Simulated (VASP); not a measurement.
Input of a VASP 6.6.1 run:

Contents of INCAR:

```
  PREC = Accurate
  ENCUT = 520
  EDIFF = 1E-6
  ISMEAR = 0
  SIGMA = 0.15
  LREAL = False
  LASPH = True
  NELM = 80
  ALGO = Normal
  ISIF = 2
  LWAVE = False
  LCHARG = False
  NBANDS = 28
```

Contents of KPOINTS:

```
Automatic mesh
0
Gamma
  10 10 8
```

POSCAR

```
SnO
1.0
    3.7657594054      0.0000000000      0.0000000000
    0.0000000000      3.7657594054      0.0000000000
    0.0000000000      0.0000000000      4.5398000000
Sn O
2 2
Direct
    0.0000000000      0.5000000000      0.2455950842
    0.5000000000      0.0000000000      0.7544049158
    0.0000000000      0.0000000000      0.0000000000
    0.5000000000      0.5000000000      0.0000000000
```

Potentials or basis: VASP PAW LDA potentials, release 64 (Sn_d, O).

The run is started by

```console
$ cat potpaw_LDA.64/Sn_d/POTCAR potpaw_LDA.64/O/POTCAR > POTCAR
$ mpirun -np 1 vasp_std > vasp.out
```

What does it give for the band gap on the k mesh?

Zero (band 20 reaches 7.93 eV, above the bottom of band 21 at 7.75 eV).

What does it give for the pressure?

3.0 GPa.

What does it give for the largest force?

0.609 eV/Å.

Stress tensor (GPa, compression positive):
```
2.51 0.00 0.00
0.00 2.51 0.00
0.00 0.00 3.91
```

Caveat: spin-orbit coupling is left out, which moves the levels of the heavy elements.
